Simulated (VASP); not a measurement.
BeS:

```
Be S
1.0
     2.94139    0.00000    0.00000
     0.00000    2.94139    0.00000
     0.00000    0.00000    2.94139
Be S
1 1
Direct
  0.00000 0.00000 0.00000
  0.50000 0.50000 0.50000
```

Base run:

| Item | Value |
| --- | --- |
| Program | VASP 6.6.1 |
| Functional | PBEsol |
| Potentials or basis | VASP PAW PBE potentials, release 64 (Be, S) |
| Cutoff | 600 eV |
| k mesh | 6 × 6 × 6 |
| Occupations | fermi-dirac, width 0.02 eV |
| Spin | no spin polarisation |

Its results: band gap on the k mesh zero (bands 4 and 5 overlap by 1.23 eV); pressure -4.9 GPa.

The run is repeated on the same cell with these changes: k mesh from 6 × 6 × 6 to 3 × 3 × 3. What comes out?

Band gap on the k mesh 0.14 eV; pressure 8.5 GPa.

Caveats: some runs use coarse meshes; the structure was generated, so it needn't be the stable form of BeS; the PAW data sets were made with another functional, which shifts forces and pressure a little; the cell stands under tension (at least some runs); semilocal functionals underestimate gaps, and a narrow one can read as zero (at least some runs); an odd mesh through Γ misses points on the zone boundary, where band edges can lie (at least some runs).
